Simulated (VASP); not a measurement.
Input of a VASP 6.6.1 run:

File INCAR:

```
SYSTEM = FeSi16
PREC     = Accurate       ! precision mode
ENCUT    = 520            ! plane-wave cutoff, eV
EDIFF    = 1E-6           ! SCF threshold, eV
ISMEAR   = -1             ! smearing method
SIGMA    = 0.02           ! smearing width, eV
LREAL    = Auto         
LASPH    = .TRUE.         ! aspherical terms in the spheres
NELM     = 150            ! most SCF steps
ALGO     = Normal         ! electronic algorithm
ISIF     = 2              ! what is computed and relaxed
LWAVE    = .FALSE.        ! write WAVECAR
LCHARG   = .FALSE.        ! write CHGCAR
ISPIN    = 2              ! spin polarisation
MAGMOM   = 0 0 0 0 0 0 0 0 0 0 0 0 0 0 0 0 1.65 ! initial moments
LORBIT   = 11             ! projections on sites
LMAXMIX  = 4              ! l up to which the mixer works
GGA      = PE             ! functional
NBANDS   = 54             ! bands
```

KPOINTS

```
regular mesh
0
G
  2 2 2
  0 0 0
```

File POSCAR:

```
FeSi16
1.0
    0.0000000000      5.4300000000      5.4300000000
    5.4300000000      0.0000000000      5.4300000000
    5.4300000000      5.4300000000      0.0000000000
Si Fe
16 1
Direct
    0.0048797422      0.0005651934     -0.0054204420
    0.1299117864      0.1150688766      0.1287462247
    0.0110775322     -0.0109548803      0.5014198895
    0.1375138122      0.1194145488      0.6221953959
   -0.0093857274      0.4883146409      0.0336140884
    0.1293497238      0.6269368324      0.1293215470
    0.0107807551      0.4968647330      0.5019772560
    0.1026249540      0.6193982505      0.6574290055
    0.5045304788     -0.0006511050     -0.0077954880
    0.6313441989      0.1310720074      0.1071570902
    0.5125430018      0.0022052486      0.4804778085
    0.6215317680      0.1294927256      0.6193186924
    0.5039131676      0.5045275322     -0.0065999079
    0.6142310313      0.6255546041      0.1358748619
    0.4740671271      0.5084376611      0.5075566298
    0.6214236648      0.6271196133      0.6204781768
    0.8421511050      0.3544085635      0.4469450276
```

Potentials or basis: VASP PAW PBE potentials, release 64 (Si, Fe).

Launch:

```console
$ cat potpaw_PBE.64/Si/POTCAR potpaw_PBE.64/Fe/POTCAR > POTCAR
$ mpirun -np 1 vasp_std > vasp.out
```

(1) Predict the net moment.

(2) What does it give for the band gap on the k mesh?

(3) Estimate the site moments.

(4) Estimate the largest force.

Results:

(1) 2.01 μB per cell.

(2) zero (filled and empty bands overlap).

(3) Si +0.01, +0.03, -0.00, +0.02 (each value once); Fe +1.72 μB.

(4) 0.759 eV/Å.

Caveat: the k points lie up to 0.50 Å⁻¹ apart.
